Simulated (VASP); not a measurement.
Crystal: MgCd3Se2.

```
Mg Cd Se
1.0
     4.86369    0.00000    0.00000
    -2.43185    4.21208    0.00000
     0.00000    0.00000    7.71431
Mg Cd Se
1 3 2
Direct
  0.00000 0.00000 0.00000
  0.33333 0.66667 0.65101
  0.66667 0.33333 0.34899
  0.00000 0.00000 0.50000
  0.33333 0.66667 0.24925
  0.66667 0.33333 0.75075
```

The cell was built from a structure type or drawn by symmetry, and may not be a known phase.

| Quantity | Value |
| --- | --- |
| Program | VASP 6.6.1 |
| Task | relaxation of cell and atoms |
| Functional | PBE |
| Potentials or basis | VASP PAW PBE potentials, release 64 (Mg, Cd, Se) |
| Cutoff | 600 eV |
| k mesh | 6 × 6 × 2 |
| Occupations | gaussian, width 0.1 eV |
| Spin | no spin polarisation |

At the start: pressure -0.7 GPa; volume 26.34 Å³/atom.

Question: How do energy, volume and symmetry change on relaxing?

Answer: Over 27 steps the energy falls by 448.9 meV/atom and the volume is 24.03 Å³/atom (-8.8 %); space group P-3m1 (No. 164, to 0.1 Å) before and after.

Step by step:
```csv
step,energy change (eV),largest force (eV/Å),pressure (GPa),volume (Å³)
1,0.0000,0.6333,-0.67,158.04
2,-0.0628,0.7227,-0.38,155.53
3,-0.2427,0.9288,0.78,148.17
4,-0.3950,0.9550,4.85,134.15
5,-0.4123,0.9363,4.86,133.99
6,-0.4609,0.8818,4.90,133.50
7,-0.5424,0.7705,5.07,132.52
8,-0.6446,0.6628,5.66,130.58
9,-0.5486,0.9595,8.23,126.73
10,-0.6788,0.6032,6.09,129.60
11,-0.8485,0.4899,4.27,133.11
12,-1.1313,0.4238,0.11,143.97
13,-1.1642,0.3827,-1.27,149.09
14,-1.2826,0.4121,-1.23,149.34
15,-1.6122,0.4097,-0.97,149.65
16,-1.9869,1.2988,0.05,148.34
17,-1.9888,1.6454,0.51,147.46
18,-2.2120,1.4903,-0.40,149.14
19,-2.3630,1.2967,-1.31,150.54
20,-2.3830,1.1945,-1.65,150.98
21,-2.5801,0.7899,-0.41,145.36
22,-2.6406,0.3088,1.21,140.36
23,-2.6741,0.1547,-0.02,143.91
24,-2.6751,0.1658,-0.27,144.71
25,-2.6844,0.1537,-0.09,144.15
26,-2.6908,0.1340,0.23,143.15
27,-2.6934,0.0298,-0.20,144.20
```

Final structure:
```cif
data_structure
_symmetry_space_group_name_H-M 'P 1'
_symmetry_Int_Tables_number 1
_cell_length_a 3.9534
_cell_length_b 3.9534
_cell_length_c 10.6541
_cell_angle_alpha 90.000
_cell_angle_beta 90.000
_cell_angle_gamma 120.000
_cell_volume 144.20
loop_
_atom_site_label
_atom_site_type_symbol
_atom_site_fract_x
_atom_site_fract_y
_atom_site_fract_z
_atom_site_occupancy
Mg1 Mg 0.00000 0.00000 0.00000 1
Cd1 Cd 0.33333 0.66667 0.69327 1
Cd2 Cd 0.66667 0.33333 0.30673 1
Cd3 Cd 0.00000 0.00000 0.50000 1
Se1 Se 0.33333 0.66667 0.14426 1
Se2 Se 0.66667 0.33333 0.85574 1
```

Caveat: the k points lie up to 0.31 Å⁻¹ apart in the final cell, too coarse for converged energies and pressures of a metal; a cell axis changed by over 15 % at a fixed basis, so the end point is rough.
